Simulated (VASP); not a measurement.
Here is a VASP 6.6.1 calculation.

Contents of INCAR:

```
  PREC = Accurate
  ENCUT = 520
  EDIFF = 1E-7
  ISMEAR = -1
  SIGMA = 0.4
  LREAL = False
  LASPH = True
  NELM = 60
  ALGO = Fast
  ISIF = 2
  LWAVE = False
  LCHARG = False
  GGA = PE
  NBANDS = 13
```

File KPOINTS:

```
regular mesh
0
Gamma
  20 20 20
```

POSCAR

```
W
1.0
   -1.6771650000      1.6771650000      1.6372325000
    1.6771650000     -1.6771650000      1.6372325000
    1.6771650000      1.6771650000     -1.6372325000
W
1
Direct
    0.0000000000      0.0000000000      0.0000000000
```

Potentials or basis: VASP PAW PBE potentials, release 64 (W_sv).

Command:

```console
$ cat potpaw_PBE.64/W_sv/POTCAR > POTCAR
$ mpirun -np 1 vasp_std > vasp.out
```

Question: Estimate the band gap on the k mesh.

Answer: Zero (band 7 reaches 13.55 eV, above the bottom of band 8 at 8.46 eV).

Question: Estimate the pressure.

Answer: -28.1 GPa.

Stress tensor (GPa, compression positive):
```
-29.50   0.00   0.00
  0.00 -29.50   0.00
  0.00   0.00 -25.26
```

Caveat: the cell differs from its parent crystal (strain +0.050 along x and y, +0.025 along z); spin-orbit coupling is left out, which moves the levels of the heavy elements.
